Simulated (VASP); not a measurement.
# Al (Immm) in VASP: further runs

Al is run at these levels: PBEsol; tasks: single point.

All numbers are computed with VASP 6.6.1; they aren't measurements. Logs are shortened: lines on timing, memory, paths and dates and some standing lists are left out, and cuts for length are marked.

## Step 1: The cell of the first run

It takes space group Immm (No. 71, orthorhombic). Conventional cell: a = 2.755 Å, b = 2.970 Å, c = 4.048 Å, α = 90.00°, β = 90.00°, γ = 90.00°. Within 3.6 Å of Al (site symmetry mmm) lie 12 Al at 2.76 to 2.97 Å.

## Step 2: Single point, PBEsol (strain +0.0750 x Voigt [0, 0, 0, 0, 0, 1])

INCAR

```
SYSTEM = Al
PREC = Accurate ; ENCUT = 520
EDIFF = 1E-7 ; ISMEAR = 0
SIGMA = 0.15 ; LREAL = .False.
LASPH = .True. ; NELM = 100
ALGO = Fast ; ISIF = 2
LWAVE = .False. ; LCHARG = .False.
GGA = PS ; NBANDS = 8
```

KPOINTS

```
regular mesh
0
Gamma
  20 20 20
  0 0 0
```

POSCAR

```
Al
1.0
    0.0758992500      2.0239800000      2.0239800000
    2.0239800000      0.0758992500      2.0239800000
    2.0998792500      2.0998792500      0.0000000000
Al
1
Direct
    0.0000000000      0.0000000000      0.0000000000
```

Potentials or basis: VASP PAW PBE potentials, release 64 (Al).

Launch:

```sh
> cat potpaw_PBE.64/Al/POTCAR > POTCAR
> mpirun -np 1 vasp_std > vasp.out
```

OUTCAR:

```text
SYSTEM = Al
   PREC = Accurate
   ENCUT = 520
   EDIFF = 1E-7
   ISMEAR = 0
   LREAL = .False.
   LASPH = .True.
   NELM = 100
   ISIF = 2
   GGA = PS

 ion  position               nearest neighbor table
   1  0.000  0.000  0.000-

  LATTYP: Found a body centered orthorhombic cell.
 ALAT       =     2.7550022172
 B/A-ratio  =     1.0779220779
 C/A-ratio  =     1.4693127921

  Lattice vectors:

 A1 = (   2.0239800000,   0.0758992500,  -2.0239800000)
 A2 = (  -2.0239800000,  -0.0758992500,  -2.0239800000)
 A3 = (   0.0758992500,   2.0239800000,   2.0239800000)

Analysis of symmetry for initial positions (statically):
=====================================================================
 Subroutine PRICEL returns:
 Original cell was already a primitive cell.

 Routine SETGRP: Setting up the symmetry group for a
 body centered orthorhombic supercell.

 Subroutine GETGRP returns: Found  8 space group operations
 (whereof  8 operations were pure point group operations)
 out of a pool of  8 trial point group operations.

The static configuration has the point symmetry D_2h.

Analysis of symmetry for dynamics (positions and initial velocities):
=====================================================================
 Subroutine PRICEL returns:
 Original cell was already a primitive cell.

 Routine SETGRP: Setting up the symmetry group for a
 body centered orthorhombic supercell.

 Subroutine GETGRP returns: Found  8 space group operations
 (whereof  8 operations were pure point group operations)
 out of a pool of  8 trial point group operations.

The dynamic configuration has the point symmetry D_2h.

 Subroutine INISYM returns: Found  8 space group operations
 (whereof  8 operations are pure point group operations),
 and found     1 'primitive' translations

----------------------------------------------------------------------------------------

                                     Primitive cell

  volume of cell :      16.5591

  direct lattice vectors                    reciprocal lattice vectors
     0.075899250  2.023980000  2.023980000    -0.256662872  0.256662872  0.247038014
     2.023980000  0.075899250  2.023980000     0.256662872 -0.256662872  0.247038014
     2.099879250  2.099879250  0.000000000     0.238108929  0.238108929 -0.247038014

  length of vectors
     2.863346081  2.863346081  2.969677715     0.439066555  0.439066555  0.417635613

  position of ions in fractional coordinates (direct lattice)
     0.000000000  0.000000000  0.000000000

  ion indices of the primitive-cell ions
   primitive index   ion index
[... 73 lines left out ...]
   EDIFF  = 0.1E-06   stopping-criterion for ELM
   LREAL  =      F    real-space projection
   EDIFFG = 0.1E-05   stopping-criterion for IOM
   NSW    =      0    number of steps for IOM
   IBRION =     -1    ionic relax: 0-MD 1-quasi-New 2-CG
   NFREE  =      0    steps in history (QN), initial steepest desc. (CG)
   ISIF   =      2    stress and relaxation
   ISYM   =      2    0-nonsym 1-usesym 2-fastsym
   POTIM  = 0.5000    time-step for ionic-motion
   TEBEG  =    0.0;   TEEND  =   0.0 temperature during run
   PSTRESS=    0.0 pullay stress
   NELECT =       3.0000    total number of electrons
   NUPDOWN=      -1.0000    fix difference up-down
   EMIN   =  10.00;   EMAX   =-10.00  energy-range for DOS
   EFERMI =   0.00;   METHOD = LEGACY
   ISMEAR =     0;   SIGMA  =   0.15  broadening in eV -4-tet -1-fermi 0-gaus
   EFERMI_NEDOS =   21; number of points for ismear=-14 and -15
   IALGO  =     68    algorithm
   IMIX   =      4    mixing-type and parameters
     AMIX     =   0.40;   BMIX     =  1.00
     AMIX_MAG =   1.60;   BMIX_MAG =  1.00
  volume/ion in A,a.u.               =      16.56       111.75
  Fermi-wavevector in a.u.,A,eV,Ry     =   0.926338  1.750525 11.675184  0.858102
  Thomas-Fermi vector in A             =   2.052289
   LORBIT       =      0    0 simple, 1 ext, 2 COOP (PROOUT), +10 PAW based schemes
   GGA     = PS    functional components
   LHFCALC =     F    Hartree Fock is set to
   AEXX    =    0.0000 exact exchange contribution
   IVDW    =     0    specifies the selected vdW correction
   LEPSILON=     F    determine dielectric tensor
   LRPA    =     F    only Hartree local field effects (RPA)
 non-spin polarized calculation
 RMM-DIIS sequential band-by-band and
 Gauss-broadening in eV      SIGMA  =   0.15
  energy-cutoff  :      520.00
  volume of cell :       16.56
 maximum number of plane-waves:       463
 NGX is ok and might be reduce to    24
   NGX = 11   NGY = 11   NGZ = 11

 number of electron       3.0000000 magnetization

 Free energy of the ion-electron system (eV)
  ---------------------------------------------------
  ext. energy  EPLUGINS =         0.00000000
  ---------------------------------------------------
  free energy    TOTEN  =        -4.08256098 eV

  energy without entropy =       -4.07798458  energy(sigma->0) =       -4.08027278

 E-fermi :   7.9195     XC(G=0): -10.2418

 val. band max:        7.9189603398   @ k =  -0.3500   0.0000   0.0500
 cond. band min:       7.9205402175   @ k =   0.1500   0.0000   0.4000
 fundamental gap:      0.0015798777
 Fermi energy:         7.9194720840

 k-point     1 :       0.0000    0.0000    0.0000
  band No.  band energies     occupation
      1      -3.1959      2.00000
      2      19.3573      0.00000
      3      20.3391      0.00000
      4      20.7050      0.00000
      5      21.3711      0.00000
      6      21.7185      0.00000
      7      23.2800      0.00000
      8      25.0389      0.00000
[... 243 lines left out ...]
 k-point    24 :      -0.3500    0.0500    0.0000
  band No.  band energies     occupation
      1       0.6805      2.00000
      2       7.8441      1.52263
      3      17.4805      0.00000
      4      18.7403      0.00000
      5      18.9884      0.00000
      6      20.6718      0.00000
      7      22.1149      0.00000
      8      25.3194      0.00000

 [... further k-points ...]
[... 5 lines left out ...]
  --------------------------------------------------------------------------------------
  -------------------------------------------------------------------------------------
  Total       -0.0910816     -0.0910816     -0.2324295     -0.2539599      0.0000000      0.0000000
  in kB       -8.8125970     -8.8125970    -22.4886985    -24.5718677      0.0000000      0.0000000
  external PRESSURE =     -13.3712975 kB  Pullay stress =       0.0000000 kB

 VOLUME and BASIS-vectors are now :
 -----------------------------------------------------------------------------
  energy-cutoff  :      520.00
  volume of cell :       16.56
      direct lattice vectors                 reciprocal lattice vectors
     0.075899250  2.023980000  2.023980000    -0.256662872  0.256662872  0.247038014
     2.023980000  0.075899250  2.023980000     0.256662872 -0.256662872  0.247038014
     2.099879250  2.099879250  0.000000000     0.238108929  0.238108929 -0.247038014

 POSITION                                       TOTAL-FORCE (eV/Angst)
 -----------------------------------------------------------------------------------
      0.00000      0.00000      0.00000        -0.000000      0.000000      0.000000
 -----------------------------------------------------------------------------------
    total drift:                                0.000000     -0.000000      0.000000

  FREE ENERGIE OF THE ION-ELECTRON SYSTEM (eV)
  ---------------------------------------------------
  free  energy   TOTEN  =        -4.0825609756 eV

  energy  without entropy=       -4.0779845822  energy(sigma->0) =       -4.08027278
```

stdout:

```text
POSCAR found type information on POSCAR Al
 POSCAR found :  1 types and       1 ions
 scaLAPACK will be used
 -----------------------------------------------------------------------------
|                                                                             |
|                                                                             |
|     You enforced a specific xc type in the INCAR file but a different       |
|     I HOPE YOU KNOW WHAT YOU ARE DOING!                                     |
|                                                                             |
 -----------------------------------------------------------------------------

 LDA part: xc-table for (Slater+PW92), standard interpolation
 POSCAR, INCAR and KPOINTS ok, starting setup
 FFT: planning ... GRIDC
 FFT: planning ... GRID_SOFT
 FFT: planning ... GRID
 WAVECAR not read
 entering main loop
```

Wall time 3.1 min (1 thread of Intel Xeon 8259CL, shared host); peak memory 0.25 GiB.

What came out:

* Free energy: -4.0826 eV
* Pressure: -1.3 GPa
* Band gap on the k mesh: zero (an odd number of electrons rules out a gap without spin polarisation)

Levels at points of the mesh, in eV from the Fermi level:
```
           k point  band 1  band 2  band 3  band 4  band 5  band 6
(0.00, 0.00, 0.00)  -11.12   11.44   12.42   12.79   13.45   13.80
(0.50, 0.00, 0.00)   -4.38   -3.91   10.43   10.50   10.93   11.62
(0.50, 0.50, 0.00)   -2.93   -1.64    4.28    4.93    6.97    9.41
(0.00, 0.00, 0.50)   -4.83   -4.78   11.18   11.51   12.35   12.53
(0.50, 0.00, 0.50)   -2.91   -1.58    5.26    5.58    5.59    9.03
```

Caveat: the cell differs from its parent crystal (strain +0.0750 x Voigt [0, 0, 0, 0, 0, 1]); the PAW data sets were made with another functional, which shifts forces and pressure a little.

## Step 3: Single point, PBEsol (strain -0.0500 x Voigt [0, 0, 0, 0, 0, 1])

INCAR

```
PREC = Accurate ; ENCUT = 520
EDIFF = 1E-6 ; ISMEAR = 0
SIGMA = 0.15 ; LREAL = F
LASPH = T ; NELM = 100
ALGO = Fast ; ISIF = 2
LWAVE = F ; LCHARG = F
GGA = PS ; NBANDS = 8
```

KPOINTS

```
Automatic mesh
0
Gamma
  20 20 20
```

POSCAR

```
Al
1.0
   -0.0505995000      2.0239800000      2.0239800000
    2.0239800000     -0.0505995000      2.0239800000
    1.9733805000      1.9733805000      0.0000000000
Al
1
Direct
    0.0000000000      0.0000000000      0.0000000000
```

Potentials or basis: VASP PAW PBE potentials, release 64 (Al).

Launch:

```sh
> cat potpaw_PBE.64/Al/POTCAR > POTCAR
> mpirun -np 1 vasp_std > vasp.out
```

Wall time 1.8 min (1 thread of Intel Xeon 8259CL, shared host); peak memory 0.25 GiB.

Results (log left out):

- Free energy: -4.0877 eV
- Pressure: -1.6 GPa
- Band gap on the k mesh: zero (an odd number of electrons rules out a gap without spin polarisation)

Stress tensor (GPa, compression positive):
```
-1.26  1.60  0.00
 1.60 -1.26  0.00
 0.00  0.00 -2.37
```

Levels at points of the mesh, in eV from the Fermi level:
```tsv
k point	band 1	band 2	band 3	band 4	band 5	band 6
(0.00, 0.00, 0.00)	-11.11	11.80	12.49	13.18	13.37	13.73
(0.50, 0.00, 0.00)	-4.72	-4.68	11.25	11.48	11.99	12.13
(0.50, 0.50, 0.00)	-2.92	-1.63	4.69	5.09	6.48	9.18
(0.00, 0.00, 0.50)	-4.45	-4.07	10.73	10.76	11.08	11.54
(0.50, 0.00, 0.50)	-2.92	-1.60	5.24	5.56	5.57	9.01
```

Caveat: the cell differs from its parent crystal (strain -0.0500 x Voigt [0, 0, 0, 0, 0, 1]); the PAW data sets were made with another functional, which shifts forces and pressure a little.
